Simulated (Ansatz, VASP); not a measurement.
HfH2 in VASP and in Ansatz

Contents of INCAR:

```
ALGO = Normal ; EDIFF = 1E-8
ENCUT = 520 ; ISIF = 2
ISMEAR = -1 ; LASPH = T
LCHARG = F ; LEFG = T
LREAL = F ; LWAVE = F
NBANDS = 13 ; NELM = 80
PREC = Accurate ; SIGMA = 0.03
```

KPOINTS

```
k-points
0
Gamma
  12 12 12
```

Contents of POSCAR:

```
HfH2
1.0
   -1.7390000000      1.7390000000      2.1805000000
    1.7390000000     -1.7390000000      2.1805000000
    1.7390000000      1.7390000000     -2.1805000000
Hf H
1 2
Direct
    0.0000000000      0.0000000000      0.0000000000
    0.7500000000      0.2500000000      0.5000000000
    0.2500000000      0.7500000000      0.5000000000
```

Input for Ansatz:

```yaml
crystal:
  lattice:
    - [-1.739, 1.739, 2.1805]
    - [1.739, -1.739, 2.1805]
    - [1.739, 1.739, -2.1805]
  atoms:
    - { symbol: Hf, position: [0.0, 0.0, 0.0] }
    - { symbol: H, position: [0.75, 0.25, 0.5] }
    - { symbol: H, position: [0.25, 0.75, 0.5] }
kpoints:
  mp_grid: { grid: [12, 12, 12] }
  band_path:
    path:
      - [0.0, 0.0, 0.0]
      - [0.0, 0.0, 0.5]
      - [0.25, 0.25, 0.25]
      - [0.0, 0.5, 0.0]
      - [0.0, 0.0, 0.0]
      - [0.5, 0.5, -0.5]
      - [0.4090109348, 0.5909890652, -0.4090109348]
      - [-0.4090109348, 0.4090109348, 0.4090109348]
      - [0.0, 0.0, 0.0]
    npoints: 8
scf:
  occupations: { method: fermi_dirac, width: 0.03 }
hamiltonian:
  xc: lda
  pseudopotentials: { kind: all_electron, datasets: crystal }
output:
  forces: true
  stress: true
  eigenvalues: true
  efg: { contact_densities: true }
```

Alike in both runs: task electric field gradients; functional LDA; k mesh 12 × 12 × 12; occupations fermi-dirac, width 0.03 eV; no spin polarisation.

|  | VASP | Ansatz |
| --- | --- | --- |
| version | VASP 6.6.1 | Ansatz 0.2.0 |
| potentials or method | VASP PAW LDA potentials, release 64 (Hf_pv, H), cutoff 520 eV | all-electron PAW with datasets made for the crystal, scalar-relativistic |

Ansatz gave:

```
pressure (GPa)                                                : -8.4
traceless stress, the component that is largest in VASP (GPa) : -0.71
size of Vzz on the site where it differs most (V/Å²)          : 35.2
```

Problem. What did VASP give for the same quantities?

Solution. Pressure (GPa): -8.5; traceless stress, the component that is largest in VASP (GPa): -0.70; size of Vzz on the site where it differs most (V/Å²): 26.4.

LDA's correlation is that of Perdew and Zunger in VASP and of Perdew and Wang (1992) in Ansatz. Ansatz ran all-electron here, and VASP with PAW potentials.

Neither program's run includes spin-orbit coupling.
